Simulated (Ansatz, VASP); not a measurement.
# MoS2 in VASP and in Ansatz

```
CELL_PARAMETERS angstrom
6.29945 0.00000 0.00000
-3.14972 5.45548 0.00000
0.00000 0.00000 6.64754
ATOMIC_POSITIONS crystal
Mo 0.48334 0.49167 0.01178
Mo 0.50000 0.00000 0.00000
Mo 0.00000 0.50000 0.00000
Mo 0.00000 0.00000 0.00000
S 0.16667 0.33333 0.23567
S 0.16667 0.83333 0.23567
S 0.66667 0.33333 0.23567
S 0.66667 0.83333 0.23567
S 0.16667 0.33333 0.76433
S 0.16667 0.83333 0.76433
S 0.66667 0.33333 0.76433
S 0.66667 0.83333 0.76433
```

Alike in both runs: task single point; functional PBE; dispersion D3(BJ); k mesh 6 × 6 × 4; occupations gaussian, width 0.05 eV; no spin polarisation.

```csv
,VASP,Ansatz
version,VASP 6.6.1,Ansatz 0.2.0
potentials or method,"VASP PAW PBE potentials, release 64 (Mo_sv, S), cutoff 520 eV","scalar-relativistic, plane waves, PAW"
valence electrons in the cell,104,104
```

|  | VASP | Ansatz | Ansatz less VASP |
| --- | --- | --- | --- |
| gap on the k mesh at the Fermi level (eV) | 1.06 | 1.05 | -0.012 |
| least direct gap on the mesh (eV) | 1.51 | 1.51 | -0.001 |
| pressure (GPa) | 0.2 | 0.3 | +0.13 |
| traceless stress, the component that is largest in VASP (GPa) | 0.41 | 0.42 | +0.003 |
| rms of the force components (eV/Å) | 0.607 | 0.609 | +0.0017 |

Atom by atom the forces differ by 0.006 eV/Å (rms over components).
